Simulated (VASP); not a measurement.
# AgI (F-43m) in VASP: notebook

Runs on AgI. Level: LDA. Tasks: vibrations by perturbation theory.

Program: VASP 6.6.1. These are calculated values, not measurements. Logs are shortened: lines on timing, memory, paths and dates and some standing lists are left out, and cuts for length are marked.

## 1. The cell of the first run

The structure is cubic, space group F-43m (No. 216). The conventional cell has a = 6.096 Å, b = 6.096 Å, c = 6.096 Å, α = 90.00°, β = 90.00°, γ = 90.00°. Ag (site symmetry -43m) has 4 I at 2.64 Å within 3.5 Å. I (site symmetry -43m) has 4 Ag at 2.64 Å within 3.5 Å.

## 2. Vibrations by perturbation theory, LDA

INCAR

```
SYSTEM = AgI
PREC     = Accurate       ! precision mode
ENCUT    = 500            ! plane-wave cutoff, eV
EDIFF    = 1E-8           ! SCF threshold, eV
ISMEAR   = 0              ! smearing method
SIGMA    = 0.01           ! smearing width, eV
LREAL    = .False.        ! projectors in reciprocal space
LASPH    = .True.         ! aspherical terms in the spheres
NELM     = 120            ! most SCF steps
ALGO     = Normal         ! electronic algorithm
ISIF     = 2              ! what is computed and relaxed
LWAVE    = .False.        ! write WAVECAR
LCHARG   = .False.        ! write CHGCAR
IBRION   = 8              ! ionic algorithm
NSW      = 1              ! ionic steps
GGA_COMPAT= .False.
```

KPOINTS

```
regular mesh
0
Gamma
  6 6 6
  0 0 0
```

POSCAR

```
AgI
1.0
    3.0479545035      3.0479545035      0.0000000000
   -3.0479545035      3.0479545035      0.0000000000
    0.0000000000      3.0479545035      3.0479545035
Ag I
1 1
Direct
    0.0000000000      0.0000000000      0.0000000000
    0.7500000000      0.2500000000      0.5000000000
```

Potentials or basis: VASP PAW LDA potentials, release 64 (Ag, I).

The run is started by

```sh
> cat potpaw_LDA.64/Ag/POTCAR potpaw_LDA.64/I/POTCAR > POTCAR
> mpirun -np 1 vasp_std > vasp.out
```

OUTCAR:

```text
SYSTEM = AgI
   PREC = Accurate
   ENCUT = 500
   EDIFF = 1E-8
   ISMEAR = 0
   LREAL = .False.
   LASPH = .True.
   NELM = 120
   ISIF = 2
   IBRION = 8
   NSW = 1

 ion  position               nearest neighbor table
   1  0.000  0.000  0.000-   2 2.64   2 2.64   2 2.64   2 2.64
   2  0.750  0.250  0.500-   1 2.64   1 2.64   1 2.64   1 2.64

  LATTYP: Found a face centered cubic cell.
 ALAT       =     6.0959090070

  Lattice vectors:

 A1 = (   0.0000000000,   3.0479545035,   3.0479545035)
 A2 = (   3.0479545035,   0.0000000000,   3.0479545035)
 A3 = (   3.0479545035,   3.0479545035,   0.0000000000)

Analysis of symmetry for initial positions (statically):
=====================================================================
 Subroutine PRICEL returns:
 Original cell was already a primitive cell.

 Routine SETGRP: Setting up the symmetry group for a
 face centered cubic supercell.

 Subroutine GETGRP returns: Found 24 space group operations
 (whereof 24 operations were pure point group operations)
 out of a pool of 48 trial point group operations.

The static configuration has the point symmetry T_d .

Analysis of symmetry for dynamics (positions and initial velocities):
=====================================================================
 Subroutine PRICEL returns:
 Original cell was already a primitive cell.

 Routine SETGRP: Setting up the symmetry group for a
 face centered cubic supercell.

 Subroutine GETGRP returns: Found 24 space group operations
 (whereof 24 operations were pure point group operations)
 out of a pool of 48 trial point group operations.

The dynamic configuration has the point symmetry T_d .

 Subroutine INISYM returns: Found 24 space group operations
 (whereof 24 operations are pure point group operations),
 and found     1 'primitive' translations

----------------------------------------------------------------------------------------

                                     Primitive cell

  volume of cell :      56.6312

  direct lattice vectors                    reciprocal lattice vectors
     3.047954504  3.047954504  0.000000000     0.164044443  0.164044443 -0.164044443
    -3.047954504  3.047954504  0.000000000    -0.164044443  0.164044443 -0.164044443
     0.000000000  3.047954504  3.047954504     0.000000000  0.000000000  0.328088887

  length of vectors
     4.310458596  4.310458596  4.310458596     0.284133311  0.284133311  0.328088887

  position of ions in fractional coordinates (direct lattice)
     0.000000000  0.000000000  0.000000000
     0.750000000  0.250000000  0.500000000

  ion indices of the primitive-cell ions
   primitive index   ion index
                 1           1
                 2           2

----------------------------------------------------------------------------------------

 KPOINTS: regular mesh

Automatic generation of k-mesh.
 Grid dimensions read from file:
 generate k-points for:    6    6    6

 Generating k-lattice:

  Cartesian coordinates                     Fractional coordinates (reciprocal lattice)
     0.027340741  0.027340741 -0.027340741     0.166666667  0.000000000  0.000000000
    -0.027340741  0.027340741 -0.027340741     0.000000000  0.166666667  0.000000000
     0.000000000  0.000000000  0.054681481     0.000000000  0.000000000  0.166666667

  Length of vectors
     0.047355552  0.047355552  0.054681481

[... 73 lines left out ...]
   LEPSILON=     F    determine dielectric tensor
   LRPA    =     F    only Hartree local field effects (RPA)
 non-spin polarized calculation
 Gauss-broadening in eV      SIGMA  =   0.01
  energy-cutoff  :      500.00
  volume of cell :       56.63
 maximum number of plane-waves:      1459
   NGX = 15   NGY = 15   NGZ = 15

--------------------------------------- Ionic step        1  -------------------------------------------

 number of electron      18.0000002 magnetization

 Free energy of the ion-electron system (eV)
  ---------------------------------------------------
  ext. energy  EPLUGINS =         0.00000000
  ---------------------------------------------------
  free energy    TOTEN  =        -5.97974837 eV

  energy without entropy =       -5.97974837  energy(sigma->0) =       -5.97974837

 E-fermi :   5.4162     XC(G=0):  -9.7225

 val. band max:        5.3106898190   @ k =   0.0000   0.0000   0.0000
 cond. band min:       6.4261223976   @ k =   0.0000   0.0000   0.0000
 fundamental gap:      1.1154325786
 Fermi energy:         5.4161586876

 k-point     1 :       0.0000    0.0000    0.0000
  band No.  band energies     occupation
      1      -8.7684      2.00000
      2      -0.2710      2.00000
      3      -0.2710      2.00000
      4      -0.2710      2.00000
      5       1.1798      2.00000
      6       1.1798      2.00000
      7       5.3107      2.00000
      8       5.3107      2.00000
      9       5.3107      2.00000
     10       6.4261      0.00000
     11      10.5708      0.00000
     12      10.5708      0.00000
     13      10.5708      0.00000
[... 228 lines left out ...]
      2      -0.4334      2.00000
      3       0.2241      2.00000
      4       0.3948      2.00000
      5       1.1589      2.00000
      6       1.5211      2.00000
      7       1.5653      2.00000
      8       2.3446      2.00000
      9       2.9538      2.00000
     10       9.3521      0.00000
     11       9.8169      0.00000
     12      12.5614      0.00000
     13      12.6790      0.00000

------------------------ aborting loop because EDIFF is reached ----------------------------------------

  FORCE on cell =-STRESS in cart. coord.  units (eV):
  Direction    XX          YY          ZZ          XY          YZ          ZX
  --------------------------------------------------------------------------------------
  -------------------------------------------------------------------------------------
  Total        2.4669706      2.4669706      2.4669706     -0.0000000      0.0000000     -0.0000000
  in kB       69.7941659     69.7941659     69.7941659     -0.0000000      0.0000000     -0.0000000
  external PRESSURE =      69.7941659 kB  Pullay stress =       0.0000000 kB

 VOLUME and BASIS-vectors are now :
 -----------------------------------------------------------------------------
  energy-cutoff  :      500.00
  volume of cell :       56.63
      direct lattice vectors                 reciprocal lattice vectors
     3.047954504  3.047954504  0.000000000     0.164044443  0.164044443 -0.164044443
    -3.047954504  3.047954504  0.000000000    -0.164044443  0.164044443 -0.164044443
     0.000000000  3.047954504  3.047954504     0.000000000  0.000000000  0.328088887

 POSITION                                       TOTAL-FORCE (eV/Angst)
 -----------------------------------------------------------------------------------
      0.00000      0.00000      0.00000         0.000000      0.000000     -0.000000
      1.52398      4.57193      1.52398        -0.000000      0.000000      0.000000
 -----------------------------------------------------------------------------------
    total drift:                               -0.000001      0.000000     -0.000000

  FREE ENERGIE OF THE ION-ELECTRON SYSTEM (eV)
  ---------------------------------------------------
  free  energy   TOTEN  =        -5.9797483735 eV

  energy  without entropy=       -5.9797483735  energy(sigma->0) =       -5.97974837

[... ionic steps 2 to 3 ...]

--------------------------------------- Ionic step        4  -------------------------------------------

------------------------ aborting loop because EDIFF is reached ----------------------------------------

[... ionic steps 5 to 6 ...]

--------------------------------------- Ionic step        7  -------------------------------------------

 Free energy of the ion-electron system (eV)
  ---------------------------------------------------
  ---------------------------------------------------
  free energy    TOTEN  =        -0.08000664 eV

  energy without entropy =       -0.08000664

------------------------ aborting loop because EDIFF is reached ----------------------------------------

 INTERNAL STRAIN TENSOR  FOR ION    2  DIRECTION 1   (eV/Angst):
 -----------------------------------------------------------------------------
     0.01120  0.00000  0.00000
     0.00000 -0.02779  9.90925
     0.00000  9.90925 -0.02779

 INTERNAL STRAIN TENSOR FOR ION    2 for displacements in x,y,z  (eV/Angst):
          X           Y           Z          XY          YZ          ZX
  --------------------------------------------------------------------------------
  x     0.00000     0.00000     0.00000     0.00000     9.90925     0.00000
  y     0.00000    -0.00000     0.00000     0.00000     0.00000     9.90925
  z     0.00000     0.00000     0.00000     9.90925     0.00000     0.00000

 SECOND DERIVATIVES (NOT SYMMETRIZED)
 ------------------------------------
               1X          1Y          1Z          2X          2Y          2Z
  1X    -5.244170    0.000000   -0.000000    5.244170   -0.000000    0.000000
  1Y    -0.000000   -5.244170    0.000000    0.000000    5.244170   -0.000000
  1Z    -0.000000    0.000000   -5.244170    0.000000   -0.000000    5.244170
  2X     5.238673    0.000000    0.000000   -5.238673    0.000000    0.000000
  2Y     0.000000    5.238673    0.000000    0.000000   -5.238673    0.000000
  2Z     0.000000    0.000000    5.238673    0.000000    0.000000   -5.238673

 Eigenvectors and eigenvalues of the dynamical matrix
 ----------------------------------------------------

   1 f  =    4.687310 THz    29.451239 2PiTHz  156.351840 cm-1    19.385149 meV
             X         Y         Z           dx          dy          dz
      0.000000  0.000000  0.000000     0.735392   -0.000000   -0.000000
      1.523977  4.571932  1.523977    -0.677642   -0.000000    0.000000
[... 21 lines left out ...]
   6 f/i=    0.001225 THz     0.007695 2PiTHz    0.040852 cm-1     0.005065 meV
             X         Y         Z           dx          dy          dz
      0.000000  0.000000  0.000000     0.016373   -0.070136    0.673803
      1.523977  4.571932  1.523977     0.017769   -0.076113    0.731227

--------------------------------------------------------------------------------------------------------

 ELASTIC MODULI CONTR FROM IONIC RELAXATION (kBar)
 Direction    XX          YY          ZZ          XY          YZ          ZX
 --------------------------------------------------------------------------------
 XX          -0.0000     -0.0000     -0.0000      0.0000     -0.0000     -0.0000
 YY          -0.0000     -0.0000     -0.0000      0.0000      0.0000      0.0000
 ZZ          -0.0000     -0.0000     -0.0000     -0.0000      0.0000     -0.0000
 XY           0.0000      0.0000     -0.0000   -548.4090      0.0000     -0.0000
 YZ          -0.0000      0.0000      0.0000      0.0000   -548.4090      0.0000
 ZX          -0.0000      0.0000     -0.0000     -0.0000      0.0000   -548.4090
 --------------------------------------------------------------------------------
```

Wall time 2.2 min (1 thread of Intel Xeon 8259CL, shared host); peak memory 0.24 GiB.

Results:

```
Highest phonon frequency at Γ, LO-TO splitting left out : 156 cm⁻¹
```

Phonon frequencies in cm⁻¹ (negative: imaginary):
| q point | frequencies |
| --- | --- |
| (0.000, 0.000, 0.000) | 0 0 0 156 156 156 |

Caveat: the cell stands under pressure or tension, which shifts response properties; spin-orbit coupling is left out, which moves the levels of the heavy elements.

## 3. Vibrations by perturbation theory, LDA

This run uses another cell than the first one, of 29.57 Å³/atom.

Edit INCAR of step 2 so:

```diff
@@ -13,2 +13,3 @@
 LCHARG   = .False.        ! write CHGCAR
+NBANDS   = 16             ! bands
 IBRION   = 8              ! ionic algorithm
```

KPOINTS

```
Automatic mesh
0
Gamma
  6 6 6
  0 0 0
```

POSCAR

```
AgI
1.0
    3.0924285935      3.0924285935      0.0000000000
   -3.0924285935      3.0924285935      0.0000000000
    0.0000000000      3.0924285935      3.0924285935
Ag I
1 1
Direct
    0.0000000000      0.0000000000      0.0000000000
    0.7500000000      0.2500000000      0.5000000000
```

Potentials or basis: VASP PAW LDA potentials, release 64 (Ag, I).

The run is started by

```sh
> cat potpaw_LDA.64/Ag/POTCAR potpaw_LDA.64/I/POTCAR > POTCAR
> mpirun -np 1 vasp_std > vasp.out
```

OUTCAR:

```text
SYSTEM = AgI
   PREC = Accurate
   ENCUT = 500
   EDIFF = 1E-8
   ISMEAR = 0
   LREAL = .False.
   LASPH = .True.
   NELM = 120
   ISIF = 2
   IBRION = 8
   NSW = 1

 ion  position               nearest neighbor table
   1  0.000  0.000  0.000-   2 2.68   2 2.68   2 2.68   2 2.68
   2  0.750  0.250  0.500-   1 2.68   1 2.68   1 2.68   1 2.68

  LATTYP: Found a face centered cubic cell.
 ALAT       =     6.1848571870

  Lattice vectors:

 A1 = (   0.0000000000,   3.0924285935,   3.0924285935)
 A2 = (   3.0924285935,   0.0000000000,   3.0924285935)
 A3 = (   3.0924285935,   3.0924285935,   0.0000000000)

Analysis of symmetry for initial positions (statically):
=====================================================================
 Subroutine PRICEL returns:
 Original cell was already a primitive cell.

 Routine SETGRP: Setting up the symmetry group for a
 face centered cubic supercell.

 Subroutine GETGRP returns: Found 24 space group operations
 (whereof 24 operations were pure point group operations)
 out of a pool of 48 trial point group operations.

The static configuration has the point symmetry T_d .

Analysis of symmetry for dynamics (positions and initial velocities):
=====================================================================
 Subroutine PRICEL returns:
 Original cell was already a primitive cell.

 Routine SETGRP: Setting up the symmetry group for a
 face centered cubic supercell.

 Subroutine GETGRP returns: Found 24 space group operations
 (whereof 24 operations were pure point group operations)
[... 478 lines left out ...]
    total drift:                               -0.000001     -0.000000      0.000000

  FREE ENERGIE OF THE ION-ELECTRON SYSTEM (eV)
  ---------------------------------------------------
  free  energy   TOTEN  =        -6.0653208235 eV

  energy  without entropy=       -6.0653208235  energy(sigma->0) =       -6.06532082

[... ionic steps 2 to 3 ...]

--------------------------------------- Ionic step        4  -------------------------------------------

------------------------ aborting loop because EDIFF is reached ----------------------------------------

[... ionic steps 5 to 6 ...]

--------------------------------------- Ionic step        7  -------------------------------------------

 Free energy of the ion-electron system (eV)
  ---------------------------------------------------
  ---------------------------------------------------
  free energy    TOTEN  =        -0.08048335 eV

  energy without entropy =       -0.08048335

------------------------ aborting loop because EDIFF is reached ----------------------------------------

 INTERNAL STRAIN TENSOR  FOR ION    2  DIRECTION 1   (eV/Angst):
 -----------------------------------------------------------------------------
     0.01488  0.00000  0.00000
     0.00000 -0.02954  7.96167
     0.00000  7.96167 -0.02954

 INTERNAL STRAIN TENSOR FOR ION    2 for displacements in x,y,z  (eV/Angst):
          X           Y           Z          XY          YZ          ZX
  --------------------------------------------------------------------------------
  x     0.00000     0.00000    -0.00000     0.00000     7.96167     0.00000
  y     0.00000     0.00000    -0.00000     0.00000     0.00000     7.96167
  z     0.00000    -0.00000     0.00000     7.96167     0.00000     0.00000

 SECOND DERIVATIVES (NOT SYMMETRIZED)
 ------------------------------------
               1X          1Y          1Z          2X          2Y          2Z
  1X    -4.342836    0.000000    0.000000    4.342836    0.000000    0.000000
  1Y     0.000000   -4.342836    0.000000    0.000000    4.342836    0.000000
  1Z     0.000000    0.000000   -4.342836    0.000000    0.000000    4.342836
  2X     4.328867    0.000000   -0.000000   -4.328867   -0.000000    0.000000
  2Y    -0.000000    4.328867    0.000000    0.000000   -4.328867   -0.000000
  2Z    -0.000000    0.000000    4.328867    0.000000   -0.000000   -4.328867

 Eigenvectors and eigenvalues of the dynamical matrix
 ----------------------------------------------------

   1 f  =    4.263395 THz    26.787703 2PiTHz  142.211561 cm-1    17.631978 meV
             X         Y         Z           dx          dy          dz
      0.000000  0.000000  0.000000     0.000000    0.735759   -0.000000
      1.546214  4.638643  1.546214     0.000000   -0.677243    0.000000
[... 21 lines left out ...]
   6 f/i=    0.003422 THz     0.021501 2PiTHz    0.114145 cm-1     0.014152 meV
             X         Y         Z           dx          dy          dz
      0.000000  0.000000  0.000000    -0.677243    0.000000    0.000000
      1.546214  4.638643  1.546214    -0.735759   -0.000000    0.000000

--------------------------------------------------------------------------------------------------------

 ELASTIC MODULI CONTR FROM IONIC RELAXATION (kBar)
 Direction    XX          YY          ZZ          XY          YZ          ZX
 --------------------------------------------------------------------------------
 XX          -0.0000      0.0000      0.0000     -0.0000      0.0000     -0.0000
 YY           0.0000     -0.0000      0.0000      0.0000     -0.0000     -0.0000
 ZZ           0.0000      0.0000     -0.0000      0.0000      0.0000      0.0000
 XY          -0.0000      0.0000      0.0000   -412.9016     -0.0000      0.0000
 YZ           0.0000     -0.0000      0.0000     -0.0000   -412.9016     -0.0000
 ZX          -0.0000     -0.0000      0.0000      0.0000     -0.0000   -412.9016
 --------------------------------------------------------------------------------
```

stdout:

```text
POSCAR found type information on POSCAR AgI
 POSCAR found :  2 types and       2 ions
 scaLAPACK will be used
 LDA part: xc-table for (Slater(with rela. corr.)+CA(PZ))
 , standard interpolation
 POSCAR, INCAR and KPOINTS ok, starting setup
 FFT: planning ... GRIDC
 FFT: planning ... GRID_SOFT
 FFT: planning ... GRID
 WAVECAR not read
 entering main loop
 Linear response reoptimize wavefunctions to high precision
 Linear response DOF=           2
 Linear response progress:
 first order change of Fermi-energy   0.10809E-03
 force on displaced ion       1 direction 1 :  -4.343   0.000   0.000
 Linear response progress:
 first order change of Fermi-energy  -0.59989E-03
 force on displaced ion       2 direction 1 :  -4.329   0.000  -0.000
 Linear response finished
```

Wall time 2.5 min (1 thread of Intel Xeon 8259CL, shared host); peak memory 0.25 GiB.

Results:

- Highest phonon frequency at Γ, LO-TO splitting left out: 142 cm⁻¹

Phonon frequencies in cm⁻¹ (negative: imaginary):
```csv
q point,frequencies
"(0.000, 0.000, 0.000)",0 0 0 142 142 142
```

Caveat: the cell stands under pressure or tension, which shifts response properties; spin-orbit coupling is left out, which moves the levels of the heavy elements.

(Continued in part 2 of 2.)
